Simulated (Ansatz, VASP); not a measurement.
**C: VASP beside Ansatz**

File INCAR:

```
  PREC = Accurate
  ENCUT = 520
  EDIFF = 1E-6
  ISMEAR = 0
  SIGMA = 0.1
  LREAL = F
  LASPH = T
  NELM = 150
  ALGO = Normal
  ISIF = 2
  LWAVE = F
  LCHARG = T
  ISPIN = 2
  MAGMOM = 1 1
  LORBIT = 11
  GGA = PE
  LELF = T
  LVHAR = T
  NBANDS = 15
```

The input KPOINTS:

```
regular mesh
0
Gamma
  12 12 4
```

File POSCAR:

```
C
1.0
    2.4666199211      0.0000000000      0.0000000000
   -1.2333099605      2.1361555131      0.0000000000
    0.0000000000      0.0000000000      4.0721135630
C
2
Direct
    0.6666666667      0.3333333333      0.5000000000
    0.3333333333      0.6666666667      0.5000000000
```

Input for Ansatz:

```yaml
crystal:
  lattice:
    - [2.4666199211, 0.0, 0.0]
    - [-1.2333099605, 2.1361555131, 0.0]
    - [0.0, 0.0, 4.072113563]
  atoms:
    - { symbol: C, position: [0.6666666667, 0.3333333333, 0.5], spin: 1.0 }
    - { symbol: C, position: [0.3333333333, 0.6666666667, 0.5], spin: 1.0 }
basis:
  ecutwfc: 420
kpoints:
  mp_grid: { grid: [12, 12, 4] }
hamiltonian:
  xc: pbe
scf:
  occupations: { method: gaussian, width: 0.1 }
  lower_state_search: "off"
output:
  forces: true
  stress: true
  eigenvalues: true
  populations: true
magnetization:
  spin_polarized: true
```

Alike in both runs: task single point; functional PBE; k mesh 12 × 12 × 4; occupations gaussian, width 0.1 eV; collinear spin.

|  | VASP | Ansatz |
| --- | --- | --- |
| version | VASP 6.6.1 | Ansatz 0.2.0 |
| potentials or method | VASP PAW PBE potentials, release 64 (C), cutoff 520 eV | scalar-relativistic, plane waves, PAW |
| valence electrons in the cell | 8 | 8 |

|  | VASP | Ansatz | Ansatz less VASP |
| --- | --- | --- | --- |
| gap on the k mesh at the Fermi level (eV) | none | none | - |
| pressure (GPa) | 0.4 | 0.1 | -0.36 |
| traceless stress, the component that is largest in VASP (GPa) | -0.19 | 0.26 | +0.454 |
| net moment per atom (μB) | 0.00 | 0.00 | 0.000 |

A gap of «none» marks a metal or a gap that the smearing closes. With one functional, cell and mesh, what is left measures potentials, basis and numerics. Ansatz's warnings: seeded moment not kept.

The k mesh is coarse, so the values compare programs but aren't converged.
